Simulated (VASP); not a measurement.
# GdMnH3 (Pm-3m) in VASP: single point with PBE+U

Aim: the single point of GdMnH3 with PBE+U.

Program: VASP 6.6.1. These are calculated values, not measurements. Logs are shortened: lines on timing, memory, paths and dates and some standing lists are left out, and cuts for length are marked.

### Step 1. The cell of the first run

It takes space group Pm-3m (No. 221, cubic). The conventional cell has a = 3.756 Å, b = 3.756 Å, c = 3.756 Å, α = 90.00°, β = 90.00°, γ = 90.00°. Within 2.5 Å of Mn (site symmetry m-3m) lie 6 H at 1.88 Å. H (site symmetry 4/mmm) has 2 Mn at 1.88 Å within 2.5 Å. Gd (site symmetry m-3m) has 12 H at 2.66 Å and 8 Mn at 3.25 Å within 3.5 Å.

### Step 2. Single point, PBE+U

The input, INCAR:

```
PREC     = Accurate       # precision mode
ENCUT    = 520            # plane-wave cutoff, eV
EDIFF    = 1E-7           # SCF threshold, eV
ISMEAR   = -1             # smearing method
SIGMA    = 0.1            # smearing width, eV
LREAL    = False          # projectors in reciprocal space
LASPH    = True           # aspherical terms in the spheres
NELM     = 150            # most SCF steps
ALGO     = Normal         # electronic algorithm
ISIF     = 2              # what is computed and relaxed
LWAVE    = False          # write WAVECAR
LCHARG   = False          # write CHGCAR
LMAXMIX  = 6              # l up to which the mixer works
LDAU     = True           # DFT+U
LDAUTYPE = 2            
LDAUL    = 2 -1 3         # shell
LDAUU    = 1.31 0 3.92    # U, eV
LDAUJ    = 0 0 0        
LDAUPRINT= 1            
GGA      = PE             # functional
ISYM     = 0            
NBANDS   = 25             # bands
```

The input, KPOINTS:

```
Automatic mesh
0
Gamma
  5 5 5
  0.5 0.5 0.5
```

The input, POSCAR:

```
GdMnH3
1.0
    3.7559512500      0.0000000000      0.0000000000
    0.0000000000      3.7559512500      0.0000000000
    0.0000000000      0.0000000000      3.7559512500
Mn H Gd
1 3 1
Direct
    0.0000000000      0.0000000000      0.0000000000
    0.5000000000      0.0000000000      0.0000000000
    0.0000000000      0.5000000000      0.0000000000
    0.0000000000      0.0000000000      0.5000000000
    0.5000000000      0.5000000000      0.5000000000
```

Potentials or basis: VASP PAW PBE potentials, release 64 (Mn_pv, H, Gd).

Run with:

```sh
$ cat potpaw_PBE.64/Mn_pv/POTCAR potpaw_PBE.64/H/POTCAR potpaw_PBE.64/Gd/POTCAR > POTCAR
$ mpirun -np 1 vasp_std > vasp.out
```

OUTCAR:

```text
PREC = Accurate
   ENCUT = 520
   EDIFF = 1E-7
   ISMEAR = -1
   LREAL = False
   LASPH = True
   NELM = 150
   ISIF = 2
   GGA = PE
   ISYM = 0

 ion  position               nearest neighbor table
   1  0.000  0.000  0.000-   2 1.88   3 1.88   4 1.88   4 1.88   3 1.88   2 1.88   5 3.25   5 3.25
                             5 3.25   5 3.25   5 3.25   5 3.25   5 3.25   5 3.25
   2  0.500  0.000  0.000-   1 1.88   1 1.88
   3  0.000  0.500  0.000-   1 1.88   1 1.88
   4  0.000  0.000  0.500-   1 1.88   1 1.88
   5  0.500  0.500  0.500-   1 3.25   1 3.25   1 3.25   1 3.25   1 3.25   1 3.25   1 3.25   1 3.25

IMPORTANT INFORMATION: All symmetrisations will be switched off!
NOSYMM: (Re-)initialisation of all symmetry stuff for point group C_1.

----------------------------------------------------------------------------------------

                                     Primitive cell

  volume of cell :      52.9858

  direct lattice vectors                    reciprocal lattice vectors
     3.755951250  0.000000000  0.000000000     0.266244137  0.000000000  0.000000000
     0.000000000  3.755951250  0.000000000     0.000000000  0.266244137  0.000000000
     0.000000000  0.000000000  3.755951250     0.000000000  0.000000000  0.266244137

  length of vectors
     3.755951250  3.755951250  3.755951250     0.266244137  0.266244137  0.266244137

  position of ions in fractional coordinates (direct lattice)
     0.000000000  0.000000000  0.000000000
     0.500000000  0.000000000  0.000000000
     0.000000000  0.500000000  0.000000000
     0.000000000  0.000000000  0.500000000
     0.500000000  0.500000000  0.500000000

  ion indices of the primitive-cell ions
   primitive index   ion index
                 1           1
                 2           2
                 3           3
                 4           4
                 5           5

----------------------------------------------------------------------------------------

 KPOINTS: Automatic mesh

Automatic generation of k-mesh.
 Grid dimensions read from file:
 generate k-points for:    5    5    5

 Generating k-lattice:

  Cartesian coordinates                     Fractional coordinates (reciprocal lattice)
     0.053248827  0.000000000  0.000000000     0.200000000  0.000000000  0.000000000
     0.000000000  0.053248827  0.000000000     0.000000000  0.200000000  0.000000000
     0.000000000  0.000000000  0.053248827     0.000000000  0.000000000  0.200000000

  Length of vectors
     0.053248827  0.053248827  0.053248827

  Shift w.r.t. Gamma in fractional coordinates (k-lattice)
     0.500000000  0.500000000  0.500000000

 Subroutine IBZKPT returns following result:
 ===========================================

 Found     63 irreducible k-points:
[... 113 lines left out ...]
  o =  0.7632  v = -0.1212  0.7004 -0.0000  0.7034 -0.0000  0.0000  0.0000  0.0000  0.0000  0.0000      0.0000  0.0000  0.0000  0.0000  0.0000  0.0000  0.0000  0.0000  0.0000  0.0000
  o =  0.7632  v =  0.0000  0.0000  0.0000  0.0000  0.0000 -0.1212  0.7004 -0.0000  0.7034 -0.0000      0.0000  0.0000  0.0000  0.0000  0.0000  0.0000  0.0000  0.0000  0.0000  0.0000
  o =  0.7632  v = -0.0181  0.7070 -0.0000 -0.7070 -0.0000  0.0000  0.0000  0.0000  0.0000  0.0000      0.0000  0.0000  0.0000  0.0000  0.0000  0.0000  0.0000  0.0000  0.0000  0.0000
  o =  0.7632  v =  0.0000  0.0000  0.0000  0.0000  0.0000 -0.0181  0.7070 -0.0000 -0.7070 -0.0000      0.0000  0.0000  0.0000  0.0000  0.0000  0.0000  0.0000  0.0000  0.0000  0.0000
  o =  0.7633  v =  0.9925  0.0984 -0.0000  0.0730 -0.0000  0.0000  0.0000  0.0000  0.0000  0.0000      0.0000  0.0000  0.0000  0.0000  0.0000  0.0000  0.0000  0.0000  0.0000  0.0000
  o =  0.7633  v =  0.0000  0.0000  0.0000  0.0000  0.0000  0.9925  0.0984 -0.0000  0.0730 -0.0000      0.0000  0.0000  0.0000  0.0000  0.0000  0.0000  0.0000  0.0000  0.0000  0.0000

atom =   5  type =  3  l = 3

 onsite density matrix

spin component  1

  0.5804  0.0007  0.4547 -0.0012 -0.0008 -0.0030  0.0023
  0.0007  0.9611 -0.0007  0.0003 -0.0021 -0.0010 -0.0018
  0.4547 -0.0007  0.3620  0.0009  0.0016 -0.0024 -0.0011
 -0.0012  0.0003  0.0009  0.9379 -0.0004 -0.0075  0.0003
 -0.0008 -0.0021  0.0016 -0.0004  0.3475  0.0012 -0.4511
 -0.0030 -0.0010 -0.0024 -0.0075  0.0012  0.0036 -0.0016
  0.0023 -0.0018 -0.0011  0.0003 -0.4511 -0.0016  0.5951

spin component  2

  0.5804  0.0007  0.4547 -0.0012 -0.0008 -0.0030  0.0023
  0.0007  0.9611 -0.0007  0.0003 -0.0021 -0.0010 -0.0018
  0.4547 -0.0007  0.3620  0.0009  0.0016 -0.0024 -0.0011
 -0.0012  0.0003  0.0009  0.9379 -0.0004 -0.0075  0.0003
 -0.0008 -0.0021  0.0016 -0.0004  0.3475  0.0012 -0.4511
 -0.0030 -0.0010 -0.0024 -0.0075  0.0012  0.0036 -0.0016
  0.0023 -0.0018 -0.0011  0.0003 -0.4511 -0.0016  0.5951

 occupancies and eigenvectors

  o =  0.0035  v = -0.0158 -0.0001  0.0133 -0.0076  0.2301 -0.9574  0.1730  0.0000  0.0000  0.0000  0.0000  0.0000  0.0000  0.0000      0.0000  0.0000  0.0000  0.0000  0.0000  0.0000  0.0000  0.0000  0.0000  0.0000  0.0000  0.0000  0.0000  0.0000
  o =  0.0035  v =  0.0000  0.0000  0.0000  0.0000  0.0000  0.0000  0.0000 -0.0158 -0.0001  0.0133 -0.0076  0.2301 -0.9574  0.1730      0.0000  0.0000  0.0000  0.0000  0.0000  0.0000  0.0000  0.0000  0.0000  0.0000  0.0000  0.0000  0.0000  0.0000
  o =  0.0035  v =  0.4441 -0.0029 -0.5637 -0.0007 -0.5253 -0.2144 -0.4039  0.0000  0.0000  0.0000  0.0000  0.0000  0.0000  0.0000      0.0000  0.0000  0.0000  0.0000  0.0000  0.0000  0.0000  0.0000  0.0000  0.0000  0.0000  0.0000  0.0000  0.0000
  o =  0.0035  v =  0.0000  0.0000  0.0000  0.0000  0.0000  0.0000  0.0000  0.4441 -0.0029 -0.5637 -0.0007 -0.5253 -0.2144 -0.4039      0.0000  0.0000  0.0000  0.0000  0.0000  0.0000  0.0000  0.0000  0.0000  0.0000  0.0000  0.0000  0.0000  0.0000
  o =  0.0035  v = -0.4310 -0.0015  0.5466 -0.0027 -0.5509 -0.1932 -0.4178  0.0000  0.0000  0.0000  0.0000  0.0000  0.0000  0.0000      0.0000  0.0000  0.0000  0.0000  0.0000  0.0000  0.0000  0.0000  0.0000  0.0000  0.0000  0.0000  0.0000  0.0000
  o =  0.0035  v =  0.0000  0.0000  0.0000  0.0000  0.0000  0.0000  0.0000 -0.4310 -0.0015  0.5466 -0.0027 -0.5509 -0.1932 -0.4178      0.0000  0.0000  0.0000  0.0000  0.0000  0.0000  0.0000  0.0000  0.0000  0.0000  0.0000  0.0000  0.0000  0.0000
  o =  0.9375  v =  0.0000  0.0000  0.0000  0.0000  0.0000  0.0000  0.0000  0.3293 -0.0138  0.2629  0.7996  0.2595 -0.0072 -0.3398      0.0000  0.0000  0.0000  0.0000  0.0000  0.0000  0.0000  0.0000  0.0000  0.0000  0.0000  0.0000  0.0000  0.0000
  o =  0.9375  v =  0.3293 -0.0138  0.2629  0.7996  0.2595 -0.0072 -0.3398  0.0000  0.0000  0.0000  0.0000  0.0000  0.0000  0.0000      0.0000  0.0000  0.0000  0.0000  0.0000  0.0000  0.0000  0.0000  0.0000  0.0000  0.0000  0.0000  0.0000  0.0000
  o =  0.9388  v =  0.0000  0.0000  0.0000  0.0000  0.0000  0.0000  0.0000  0.5168  0.0005  0.4080 -0.5940  0.2808  0.0030 -0.3670      0.0000  0.0000  0.0000  0.0000  0.0000  0.0000  0.0000  0.0000  0.0000  0.0000  0.0000  0.0000  0.0000  0.0000
  o =  0.9388  v =  0.5168  0.0005  0.4080 -0.5940  0.2808  0.0030 -0.3670  0.0000  0.0000  0.0000  0.0000  0.0000  0.0000  0.0000      0.0000  0.0000  0.0000  0.0000  0.0000  0.0000  0.0000  0.0000  0.0000  0.0000  0.0000  0.0000  0.0000  0.0000
  o =  0.9397  v = -0.4911 -0.0000 -0.3842 -0.0868  0.4706  0.0049 -0.6182  0.0000  0.0000  0.0000  0.0000  0.0000  0.0000  0.0000      0.0000  0.0000  0.0000  0.0000  0.0000  0.0000  0.0000  0.0000  0.0000  0.0000  0.0000  0.0000  0.0000  0.0000
  o =  0.9397  v =  0.0000  0.0000  0.0000  0.0000  0.0000  0.0000  0.0000 -0.4911 -0.0000 -0.3842 -0.0868  0.4706  0.0049 -0.6182      0.0000  0.0000  0.0000  0.0000  0.0000  0.0000  0.0000  0.0000  0.0000  0.0000  0.0000  0.0000  0.0000  0.0000
  o =  0.9611  v = -0.0049 -0.9999 -0.0026 -0.0113 -0.0011  0.0011  0.0063  0.0000  0.0000  0.0000  0.0000  0.0000  0.0000  0.0000      0.0000  0.0000  0.0000  0.0000  0.0000  0.0000  0.0000  0.0000  0.0000  0.0000  0.0000  0.0000  0.0000  0.0000
  o =  0.9611  v =  0.0000  0.0000  0.0000  0.0000  0.0000  0.0000  0.0000 -0.0049 -0.9999 -0.0026 -0.0113 -0.0011  0.0011  0.0063      0.0000  0.0000  0.0000  0.0000  0.0000  0.0000  0.0000  0.0000  0.0000  0.0000  0.0000  0.0000  0.0000  0.0000

 number of electron      33.9999968 magnetization

 Free energy of the ion-electron system (eV)
  ---------------------------------------------------
  ext. energy  EPLUGINS =         0.00000000
  ---------------------------------------------------
  free energy    TOTEN  =       -22.20765936 eV

  energy without entropy =      -22.11804300  energy(sigma->0) =      -22.16285118

 E-fermi :   4.3229     XC(G=0): -10.8918

 val. band max:        4.0562064517   @ k =  -0.3000  -0.1000   0.1000
 cond. band min:       4.4911802844   @ k =   0.5000   0.1000   0.5000
 fundamental gap:      0.4349738327
 Fermi energy:         4.3228981254

 k-point     1 :       0.1000    0.1000    0.1000
  band No.  band energies     occupation
      1     -43.2741      2.00000
      2     -43.2741      2.00000
      3     -43.2740      2.00000
      4     -37.2131      2.00000
      5     -15.3459      2.00000
      6     -15.3315      2.00000
[... 661 lines left out ...]
     24       7.6050      0.00000
     25       8.4816      0.00000

 [... further k-points ...]

------------------------ aborting loop because EDIFF is reached ----------------------------------------

  FORCE on cell =-STRESS in cart. coord.  units (eV):
  Direction    XX          YY          ZZ          XY          YZ          ZX
  --------------------------------------------------------------------------------------
  -------------------------------------------------------------------------------------
  Total       -3.4631805     -3.4374859     -3.4404106      0.0032399     -0.0023462      0.0007947
  in kB     -104.7190926   -103.9421441   -104.0305809      0.0979685     -0.0709436      0.0240286
  external PRESSURE =    -104.2306059 kB  Pullay stress =       0.0000000 kB

 VOLUME and BASIS-vectors are now :
 -----------------------------------------------------------------------------
  energy-cutoff  :      520.00
  volume of cell :       52.99
      direct lattice vectors                 reciprocal lattice vectors
     3.755951250  0.000000000  0.000000000     0.266244137  0.000000000  0.000000000
     0.000000000  3.755951250  0.000000000     0.000000000  0.266244137  0.000000000
     0.000000000  0.000000000  3.755951250     0.000000000  0.000000000  0.266244137

 POSITION                                       TOTAL-FORCE (eV/Angst)
 -----------------------------------------------------------------------------------
      0.00000      0.00000      0.00000         0.000001     -0.000002     -0.000007
      1.87798      0.00000      0.00000        -0.000001     -0.000002      0.000000
      0.00000      1.87798      0.00000        -0.000003      0.000000     -0.000000
      0.00000      0.00000      1.87798        -0.000004     -0.000000      0.000005
      1.87798      1.87798      1.87798         0.000006      0.000004      0.000002
 -----------------------------------------------------------------------------------
    total drift:                                0.000016      0.000005     -0.000017

  FREE ENERGIE OF THE ION-ELECTRON SYSTEM (eV)
  ---------------------------------------------------
  free  energy   TOTEN  =       -22.2076593615 eV

  energy  without entropy=      -22.1180429993  energy(sigma->0) =      -22.16285118
```

Wall time 18 min (1 thread of Intel Xeon 8259CL, shared host); peak memory 0.25 GiB.

Results:

* Free energy: -22.2077 eV
* Pressure: -10.4 GPa
* Band gap on the k mesh: 0.43 eV (least direct gap 0.54 eV)

Eigenvalues of the final occupation matrices:
```csv
site,spin,trace,eigenvalues
site 1 d,1,2.64,0.17 0.17 0.76 0.76 0.76
site 1 d,2,2.64,0.17 0.17 0.76 0.76 0.76
site 5 f,1,3.79,0.00 0.00 0.00 0.94 0.94 0.94 0.96
site 5 f,2,3.79,0.00 0.00 0.00 0.94 0.94 0.94 0.96
```

Caveat: the cell stands under tension; spin-orbit coupling is left out, which moves the levels of the heavy elements; a shifted mesh leaves out Γ, where band edges can lie. Spin polarisation is off, so any magnetic state and its effect on volume and gap are missing.
